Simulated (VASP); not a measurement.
Input of a VASP 6.6.1 run:

Contents of INCAR:

```
PREC = Accurate
ENCUT = 520
EDIFF = 1E-6
ISMEAR = -1
SIGMA = 0.1
LREAL = False
LASPH = True
NELM = 100
ALGO = Normal
ISIF = 2
LWAVE = False
LCHARG = False
GGA = RE
NBANDS = 8
```

The input KPOINTS:

```
regular mesh
0
Gamma
  17 17 17
```

The input POSCAR:

```
Sb
1.0
    3.1227999760      0.0000000000      0.0000000000
    0.0000000000      3.1227999760      0.0000000000
    0.0000000000      0.0000000000      3.1227999760
Sb
1
Direct
    0.0000000000      0.0000000000      0.0000000000
```

Potentials or basis: VASP PAW PBE potentials, release 64 (Sb).

Launch:

```console
$ cat potpaw_PBE.64/Sb/POTCAR > POTCAR
$ mpirun -np 1 vasp_std > vasp.out
```

Problem. Predict the pressure.

Solution. 0.2 GPa.

Caveat: the PAW data sets were made with another functional, which shifts forces and pressure a little.
